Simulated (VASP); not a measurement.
# TeAs2 (I4_1/amd) in VASP: further runs

The runs below take TeAs2 through single point, with PBEsol.

All numbers are computed with VASP 6.6.1; they aren't measurements. Logs are shortened: lines on timing, memory, paths and dates and some standing lists are left out, and cuts for length are marked.

## 1. The cell of the first run

The structure is tetragonal, space group I4_1/amd (No. 141). The conventional cell has a = 7.113 Å, b = 7.113 Å, c = 5.881 Å, α = 90.00°, β = 90.00°, γ = 90.00°. Te (site symmetry -4m2) has 4 As at 2.83 Å within 3.7 Å. As (site symmetry 2/m) has 2 Te at 2.83 Å and 6 As at 2.91 to 3.56 Å within 3.7 Å.

## 2. Single point, PBEsol

INCAR reads:

```
SYSTEM = TeAs2
ALGO     = Normal         ! electronic algorithm
EDIFF    = 1E-6           ! SCF threshold, eV
ENCUT    = 520            ! plane-wave cutoff, eV
GGA      = PS             ! functional
ISIF     = 2              ! what is computed and relaxed
ISMEAR   = 0              ! smearing method
LASPH    = .True.         ! aspherical terms in the spheres
LCHARG   = .False.        ! write CHGCAR
LREAL    = .False.        ! projectors in reciprocal space
LWAVE    = .False.        ! write WAVECAR
NBANDS   = 25             ! bands
NELM     = 60             ! most SCF steps
PREC     = Accurate       ! precision mode
SIGMA    = 0.1            ! smearing width, eV
```

KPOINTS reads:

```
k-points
0
Gamma
  6 6 6
  0 0 0
```

POSCAR reads:

```
TeAs2
1.0
   -3.5564540000      3.5564540000      2.9405160000
    3.5564540000     -3.5564540000      2.9405160000
    3.5564540000      3.5564540000     -2.9405160000
Te As
2 4
Direct
    0.7500000000      0.2500000000      0.5000000000
    0.0000000000      0.0000000000      0.0000000000
    0.3750000000      0.6250000000      0.2500000000
    0.3750000000      0.1250000000      0.7500000000
    0.3750000000      0.6250000000      0.7500000000
    0.8750000000      0.6250000000      0.2500000000
```

Potentials or basis: VASP PAW PBE potentials, release 64 (Te, As).

Started as:

```bash
$ cat potpaw_PBE.64/Te/POTCAR potpaw_PBE.64/As/POTCAR > POTCAR
$ mpirun -np 1 vasp_std > vasp.out
```

OUTCAR:

```text
SYSTEM = TeAs2
   EDIFF = 1E-6
   ENCUT = 520
   GGA = PS
   ISIF = 2
   ISMEAR = 0
   LASPH = .True.
   LREAL = .False.
   NELM = 60
   PREC = Accurate

 ion  position               nearest neighbor table
   1  0.750  0.250  0.500-   4 2.83   6 2.83   5 2.83   3 2.83
   2  0.000  0.000  0.000-   4 2.83   6 2.83   3 2.83   5 2.83
   3  0.375  0.625  0.250-   1 2.83   2 2.83   6 2.91   5 2.91   5 2.91   6 2.91
   4  0.375  0.125  0.750-   1 2.83   2 2.83   5 2.91   6 2.91   5 2.91   6 2.91
   5  0.375  0.625  0.750-   2 2.83   1 2.83   4 2.91   3 2.91   4 2.91   3 2.91
   6  0.875  0.625  0.250-   1 2.83   2 2.83   3 2.91   4 2.91   3 2.91   4 2.91

  LATTYP: Found a body centered tetragonal cell.
 ALAT       =     7.1129080000
 C/A-ratio  =     0.8268112001

  Lattice vectors:

 A1 = (  -3.5564540000,   3.5564540000,   2.9405160000)
 A2 = (   3.5564540000,  -3.5564540000,   2.9405160000)
 A3 = (   3.5564540000,   3.5564540000,  -2.9405160000)

Analysis of symmetry for initial positions (statically):
=====================================================================
 Subroutine PRICEL returns:
 Original cell was already a primitive cell.

 Routine SETGRP: Setting up the symmetry group for a
 body centered tetragonal supercell.

 Subroutine GETGRP returns: Found 16 space group operations
 (whereof  8 operations were pure point group operations)
 out of a pool of 16 trial point group operations.

The static configuration has the point symmetry D_2d.
 The point group associated with its full space group is D_4h.

Analysis of symmetry for dynamics (positions and initial velocities):
=====================================================================
 Subroutine PRICEL returns:
 Original cell was already a primitive cell.

 Routine SETGRP: Setting up the symmetry group for a
 body centered tetragonal supercell.

 Subroutine GETGRP returns: Found 16 space group operations
 (whereof  8 operations were pure point group operations)
 out of a pool of 16 trial point group operations.

The dynamic configuration has the point symmetry D_2d.
 The point group associated with its full space group is D_4h.

 Subroutine INISYM returns: Found 16 space group operations
 (whereof  8 operations are pure point group operations),
 and found     1 'primitive' translations

----------------------------------------------------------------------------------------

                                     Primitive cell

  volume of cell :     148.7709

  direct lattice vectors                    reciprocal lattice vectors
    -3.556454000  3.556454000  2.940516000     0.000000000  0.140589475  0.170038184
     3.556454000 -3.556454000  2.940516000     0.140589475  0.000000000  0.170038184
     3.556454000  3.556454000 -2.940516000     0.140589475  0.140589475  0.000000000

  length of vectors
     5.826093413  5.826093413  5.826093413     0.220631785  0.220631785  0.198823542

  position of ions in fractional coordinates (direct lattice)
     0.750000000  0.250000000  0.500000000
     0.000000000  0.000000000  0.000000000
     0.375000000  0.625000000  0.250000000
     0.375000000  0.125000000  0.750000000
     0.375000000  0.625000000  0.750000000
     0.875000000  0.625000000  0.250000000

  ion indices of the primitive-cell ions
   primitive index   ion index
                 1           1
                 2           2
                 3           3
                 4           4
                 5           5
                 6           6

----------------------------------------------------------------------------------------

 KPOINTS: k-points

Automatic generation of k-mesh.
 Grid dimensions read from file:
 generate k-points for:    6    6    6

 Generating k-lattice:

  Cartesian coordinates                     Fractional coordinates (reciprocal lattice)
     0.000000000  0.023431579  0.028339697     0.166666667  0.000000000 -0.000000000
     0.023431579  0.000000000  0.028339697     0.000000000  0.166666667 -0.000000000
     0.023431579  0.023431579  0.000000000     0.000000000  0.000000000  0.166666667

  Length of vectors
     0.036771964  0.036771964  0.033137257

  Shift w.r.t. Gamma in fractional coordinates (k-lattice)
     0.000000000  0.000000000  0.000000000

 Subroutine IBZKPT returns following result:
 ===========================================

 Found     30 irreducible k-points:

 Following reciprocal coordinates:
            Coordinates               Weight
  0.000000  0.000000  0.000000      1.000000
  0.166667  0.000000  0.000000      8.000000
  0.333333  0.000000  0.000000      8.000000
  0.500000  0.000000 -0.000000      4.000000
  0.166667  0.166667 -0.000000      8.000000
  0.333333  0.166667 -0.000000     16.000000
[... 16 lines left out ...]
 -0.333333 -0.333333  0.166667      8.000000
 -0.166667 -0.333333  0.166667      8.000000
 [... further k-points ...]
[... 32 lines left out ...]
   EFERMI =   0.00;   METHOD = LEGACY
   ISMEAR =     0;   SIGMA  =   0.10  broadening in eV -4-tet -1-fermi 0-gaus
   EFERMI_NEDOS =   21; number of points for ismear=-14 and -15
   IALGO  =     38    algorithm
   IMIX   =      4    mixing-type and parameters
     AMIX     =   0.40;   BMIX     =  1.00
     AMIX_MAG =   1.60;   BMIX_MAG =  1.00
  volume/ion in A,a.u.               =      24.80       167.33
  Fermi-wavevector in a.u.,A,eV,Ry     =   0.980887  1.853607 13.090692  0.962139
  Thomas-Fermi vector in A             =   2.111851
   LORBIT       =      0    0 simple, 1 ext, 2 COOP (PROOUT), +10 PAW based schemes
   GGA     = PS    functional components
   LHFCALC =     F    Hartree Fock is set to
   AEXX    =    0.0000 exact exchange contribution
   IVDW    =     0    specifies the selected vdW correction
   LEPSILON=     F    determine dielectric tensor
   LRPA    =     F    only Hartree local field effects (RPA)
 non-spin polarized calculation
 Gauss-broadening in eV      SIGMA  =   0.10
  energy-cutoff  :      520.00
  volume of cell :      148.77
 maximum number of plane-waves:      4029
 NGX is ok and might be reduce to    48
   NGX = 21   NGY = 21   NGZ = 21

 number of electron      31.9999998 magnetization

 Free energy of the ion-electron system (eV)
  ---------------------------------------------------
  ext. energy  EPLUGINS =         0.00000000
  ---------------------------------------------------
  free energy    TOTEN  =       -26.33915625 eV

  energy without entropy =      -26.32231717  energy(sigma->0) =      -26.33073671

 E-fermi :   5.4874     XC(G=0):  -9.9811

 val. band max:        5.4616061314   @ k =   0.3333   0.3333   0.0000
 cond. band min:       5.5087237719   @ k =  -0.3333  -0.3333   0.1667
 fundamental gap:      0.0471176405
 Fermi energy:         5.4873949989

 k-point     1 :       0.0000    0.0000    0.0000
  band No.  band energies     occupation
      1      -8.4717      2.00000
      2      -5.3656      2.00000
      3      -4.6388      2.00000
      4      -4.6388      2.00000
      5      -3.8696      2.00000
      6      -3.3360      2.00000
[... 17 lines left out ...]
     24      10.4934      0.00000
     25      10.8217      0.00000

 k-point     2 :       0.1667    0.0000    0.0000
  band No.  band energies     occupation
      1      -8.2936      2.00000
      2      -5.6222      2.00000
      3      -4.7990      2.00000
      4      -4.6900      2.00000
      5      -4.1798      2.00000
      6      -3.2318      2.00000
[... 17 lines left out ...]
     24       9.9409      0.00000
     25      10.8585      0.00000

 k-point     3 :       0.3333    0.0000    0.0000
  band No.  band energies     occupation
      1      -7.7688      2.00000
      2      -5.9926      2.00000
      3      -5.7177      2.00000
      4      -4.7860      2.00000
      5      -4.5067      2.00000
      6      -2.6481      2.00000
[... 552 lines left out ...]
 k-point    23 :      -0.3333   -0.3333    0.1667
  band No.  band energies     occupation
      1      -6.7019      2.00000
      2      -6.6799      2.00000
      3      -6.3812      2.00000
      4      -5.0222      2.00000
      5      -4.5861      2.00000
      6      -2.6822      2.00000
[... 17 lines left out ...]
     24      10.1114      0.00000
     25      10.7657      0.00000

 k-point    24 :      -0.1667   -0.3333    0.1667
  band No.  band energies     occupation
      1      -7.4149      2.00000
      2      -6.3129      2.00000
      3      -5.8286      2.00000
      4      -4.8413      2.00000
      5      -4.7428      2.00000
      6      -2.6498      2.00000
[... 17 lines left out ...]
     24       9.0830      0.00000
     25      10.7953      0.00000

 [... further k-points ...]

------------------------ aborting loop because EDIFF is reached ----------------------------------------

  FORCE on cell =-STRESS in cart. coord.  units (eV):
  Direction    XX          YY          ZZ          XY          YZ          ZX
  --------------------------------------------------------------------------------------
  -------------------------------------------------------------------------------------
  Total       -3.2353758     -3.2353758     -4.2730286      0.0000000      0.0000000      0.0000000
  in kB      -34.8431477    -34.8431477    -46.0180755      0.0000000      0.0000000      0.0000000
  external PRESSURE =     -38.5681236 kB  Pullay stress =       0.0000000 kB

 VOLUME and BASIS-vectors are now :
 -----------------------------------------------------------------------------
  energy-cutoff  :      520.00
  volume of cell :      148.77
      direct lattice vectors                 reciprocal lattice vectors
    -3.556454000  3.556454000  2.940516000     0.000000000  0.140589475  0.170038184
     3.556454000 -3.556454000  2.940516000     0.140589475  0.000000000  0.170038184
     3.556454000  3.556454000 -2.940516000     0.140589475  0.140589475  0.000000000

 POSITION                                       TOTAL-FORCE (eV/Angst)
 -----------------------------------------------------------------------------------
      0.00000      3.55645      1.47026        -0.000000      0.000000     -0.000000
      0.00000      0.00000      0.00000        -0.000000     -0.000000      0.000000
      1.77823     -0.00000      2.20539         0.000000     -0.000000     -0.000000
      1.77823      3.55645     -0.73513         0.000000     -0.000000     -0.000000
      3.55645      1.77823      0.73513         0.000000     -0.000000     -0.000000
     -0.00000      1.77823      3.67564         0.000000     -0.000000     -0.000000
 -----------------------------------------------------------------------------------
    total drift:                                0.000000     -0.000000      0.000000

  FREE ENERGIE OF THE ION-ELECTRON SYSTEM (eV)
  ---------------------------------------------------
  free  energy   TOTEN  =       -26.3391562535 eV

  energy  without entropy=      -26.3223171675  energy(sigma->0) =      -26.33073671
```

Run time: 3.1 min. Hardware: 1 thread of Intel Xeon 8259CL, shared host; peak memory 0.36 GiB.

Results:

* Free energy: -26.3392 eV
* Pressure: -3.9 GPa
* Band gap on the k mesh: zero (bands 16 and 17 overlap by 0.54 eV)

Levels at points of the mesh, in eV from the Fermi level:
```tsv
k point	band 14	band 15	band 16	band 17	band 18	band 19
(0.00, 0.00, 0.00)	-2.04	-2.04	-0.65	1.74	3.08	3.08
(0.50, 0.00, 0.00)	-0.82	-0.28	-0.27	-0.10	0.24	1.44
(0.50, 0.50, 0.00)	-1.06	-0.93	-0.93	-0.18	-0.18	2.04
(0.50, 0.50, 0.50)	-0.68	0.14	0.14	0.20	0.20	0.79
```

Caveat: the cell stands under tension; the PAW data sets were made with another functional, which shifts forces and pressure a little; spin-orbit coupling is left out, which moves the levels of the heavy elements.

## 3. Single point, PBEsol

INCAR reads:

```
SYSTEM = TeAs2
PREC = Accurate ; ENCUT = 520
EDIFF = 1E-6 ; ISMEAR = 0
SIGMA = 0.1 ; LREAL = .FALSE.
LASPH = .TRUE. ; NELM = 60
ALGO = Normal ; ISIF = 2
LWAVE = .FALSE. ; LCHARG = .FALSE.
GGA = PS ; NBANDS = 25
```

KPOINTS reads:

```
regular mesh
0
G
  8 8 8
  0 0 0
```

POSCAR is that of step 2.

Potentials or basis: VASP PAW PBE potentials, release 64 (Te, As).

Started as:

```bash
$ cat potpaw_PBE.64/Te/POTCAR potpaw_PBE.64/As/POTCAR > POTCAR
$ mpirun -np 1 vasp_std > vasp.out
```

Run time: 5.9 min. Hardware: 1 thread of Intel Xeon 8259CL, shared host; peak memory 0.43 GiB.

It converged, with:

| Item | Value |
| --- | --- |
| Free energy | -26.3487 eV |
| Pressure | -3.7 GPa |
| Band gap on the k mesh | zero (bands 16 and 17 overlap by 0.55 eV) |

Stress tensor (GPa, compression positive):
```
-3.27  0.00  0.00
 0.00 -3.27  0.00
 0.00  0.00 -4.51
```

Levels at points of the mesh, in eV from the Fermi level:
```csv
k point,band 13,band 14,band 15,band 16,band 17,band 18,band 19,band 20
"(0.00, 0.00, 0.00)",-2.73,-2.06,-2.06,-0.66,1.72,3.06,3.06,3.84
"(0.50, 0.00, 0.00)",-1.53,-0.85,-0.31,-0.31,-0.13,0.24,1.42,1.67
"(0.50, 0.50, 0.00)",-1.10,-1.10,-0.94,-0.94,-0.20,-0.20,2.02,2.02
"(0.50, 0.50, 0.50)",-0.72,-0.72,0.11,0.11,0.17,0.17,0.77,0.77
```

Caveat: the cell stands under tension; the PAW data sets were made with another functional, which shifts forces and pressure a little; spin-orbit coupling is left out, which moves the levels of the heavy elements.

## 4. Single point, PBEsol

INCAR reads:

```
ALGO = Normal
EDIFF = 1E-6
ENCUT = 520
GGA = PS
ISIF = 2
ISMEAR = -1
LASPH = True
LCHARG = False
LREAL = False
LWAVE = False
NBANDS = 25
NELM = 80
PREC = Accurate
SIGMA = 0.02
```

KPOINTS reads:

```
k-points
0
Gamma
  8 8 8
```

POSCAR is that of step 3.

Started as:

```bash
$ cat potpaw_PBE.64/Te/POTCAR potpaw_PBE.64/As/POTCAR > POTCAR
$ mpirun -np 1 vasp_std > vasp.out
```

Run time: 6 min. Hardware: 1 thread of Intel Xeon 8259CL, shared host; peak memory 0.43 GiB.

The run converged. Its results:

| Item | Value |
| --- | --- |
| Free energy | -26.3427 eV |
| Pressure | -3.7 GPa |
| Band gap on the k mesh | zero (bands 16 and 17 overlap by 0.55 eV) |

Stress tensor (GPa, compression positive):
```
-3.28  0.00  0.00
 0.00 -3.28  0.00
 0.00  0.00 -4.46
```

Levels at points of the mesh, in eV from the Fermi level:
| k point | band 14 | band 15 | band 16 | band 17 | band 18 | band 19 |
| --- | --- | --- | --- | --- | --- | --- |
| (0.00, 0.00, 0.00) | -2.07 | -2.07 | -0.66 | 1.71 | 3.06 | 3.06 |
| (0.50, 0.00, 0.00) | -0.85 | -0.32 | -0.32 | -0.13 | 0.23 | 1.42 |
| (0.50, 0.50, 0.00) | -1.10 | -0.95 | -0.95 | -0.21 | -0.21 | 2.01 |
| (0.50, 0.50, 0.50) | -0.72 | 0.10 | 0.10 | 0.16 | 0.16 | 0.76 |

Caveat: the cell stands under tension; the PAW data sets were made with another functional, which shifts forces and pressure a little; spin-orbit coupling is left out, which moves the levels of the heavy elements.

## 5. Single point, PBEsol

INCAR reads:

```
PREC = Accurate
ENCUT = 520
EDIFF = 1E-6
ISMEAR = -1
SIGMA = 0.1
LREAL = False
LASPH = True
NELM = 100
ALGO = Normal
ISIF = 2
LWAVE = False
LCHARG = True
GGA = PS
LELF = True
LVHAR = True
NBANDS = 25
```

KPOINTS reads:

```
regular mesh
0
Gamma
  8 8 8
```

POSCAR is that of step 4.

Started as:

```bash
$ cat potpaw_PBE.64/Te/POTCAR potpaw_PBE.64/As/POTCAR > POTCAR
$ mpirun -np 1 vasp_std > vasp.out
```

Run time: 5.8 min. Hardware: 1 thread of Intel Xeon 8259CL, shared host; peak memory 0.43 GiB.

It converged, with:

```
Free energy            : -26.3915 eV
Pressure               : -3.6 GPa
Band gap on the k mesh : zero (bands 16 and 17 overlap by 0.55 eV)
```

Stress tensor (GPa, compression positive):
```
-3.18  0.00  0.00
 0.00 -3.18  0.00
 0.00  0.00 -4.56
```

Levels at points of the mesh, in eV from the Fermi level:
| k point | band 12 | band 13 | band 14 | band 15 | band 16 | band 17 | band 18 | band 19 | band 20 | band 21 |
| --- | --- | --- | --- | --- | --- | --- | --- | --- | --- | --- |
| (0.00, 0.00, 0.00) | -2.75 | -2.75 | -2.08 | -2.08 | -0.68 | 1.70 | 3.05 | 3.05 | 3.82 | 3.99 |
| (0.50, 0.00, 0.00) | -1.99 | -1.55 | -0.87 | -0.33 | -0.33 | -0.14 | 0.22 | 1.40 | 1.65 | 2.79 |
| (0.50, 0.50, 0.00) | -2.06 | -1.11 | -1.11 | -0.96 | -0.96 | -0.22 | -0.22 | 2.00 | 2.00 | 3.48 |
| (0.50, 0.50, 0.50) | -2.79 | -0.73 | -0.73 | 0.09 | 0.09 | 0.15 | 0.15 | 0.75 | 0.75 | 2.76 |

Caveat: the cell stands under tension; the PAW data sets were made with another functional, which shifts forces and pressure a little; spin-orbit coupling is left out, which moves the levels of the heavy elements.

## 6. Single point, PBEsol

INCAR reads:

```
SYSTEM = TeAs2
PREC = Accurate ; ENCUT = 520
EDIFF = 1E-6 ; ISMEAR = -1
SIGMA = 0.2 ; LREAL = .False.
LASPH = .True. ; NELM = 80
ALGO = Normal ; ISIF = 2
LWAVE = .False. ; LCHARG = .False.
GGA = PS ; NBANDS = 25
```

KPOINTS reads:

```
regular mesh
0
Gamma
  8 8 8
  0 0 0
```

POSCAR is that of step 5.

Potentials or basis: VASP PAW PBE potentials, release 64 (Te, As).

Started as:

```bash
$ cat potpaw_PBE.64/Te/POTCAR potpaw_PBE.64/As/POTCAR > POTCAR
$ mpirun -np 1 vasp_std > vasp.out
```

Run time: 6 min. Hardware: 1 thread of Intel Xeon 8259CL, shared host; peak memory 0.43 GiB.

The run converged. Its results:

- Free energy: -26.5351 eV
- Pressure: -3.5 GPa
- Band gap on the k mesh: zero (bands 16 and 17 overlap by 0.55 eV)

Stress tensor (GPa, compression positive):
```
-3.02  0.00  0.00
 0.00 -3.02  0.00
 0.00  0.00 -4.47
```

Levels at points of the mesh, in eV from the Fermi level:
```tsv
k point	band 14	band 15	band 16	band 17	band 18	band 19
(0.00, 0.00, 0.00)	-2.12	-2.12	-0.72	1.66	3.00	3.00
(0.50, 0.00, 0.00)	-0.91	-0.37	-0.36	-0.18	0.17	1.36
(0.50, 0.50, 0.00)	-1.15	-1.01	-1.01	-0.26	-0.26	1.96
(0.50, 0.50, 0.50)	-0.77	0.05	0.05	0.12	0.12	0.71
```

Caveat: the cell stands under tension; the PAW data sets were made with another functional, which shifts forces and pressure a little; spin-orbit coupling is left out, which moves the levels of the heavy elements.

## 7. Overview

| k mesh | smearing | gap on the mesh (eV) | pressure (GPa) |
| --- | --- | --- | --- |
| 6 × 6 × 6 | gaussian 0.1 eV | none | -3.9 |
| 8 × 8 × 8 | gaussian 0.1 eV | none | -3.7 |
| 8 × 8 × 8 | fermi-dirac 0.02 eV | none | -3.7 |
| 8 × 8 × 8 | fermi-dirac 0.1 eV | none | -3.6 |
| 8 × 8 × 8 | fermi-dirac 0.2 eV | none | -3.5 |

Alike in all rows: task single point; level PBEsol; potentials or basis VASP PAW PBE potentials, release 64 (Te, As); no spin polarisation; cell as given; cutoff (eV) 520.

Caveats: the cell stands under tension; the PAW data sets were made with another functional, which shifts forces and pressure a little; spin-orbit coupling is left out, which moves the levels of the heavy elements.

Total energies depend on the potentials used, so only differences within one code and one set of settings carry meaning.

The gap in the log of VASP goes by the Fermi energy; the results here count the filled bands.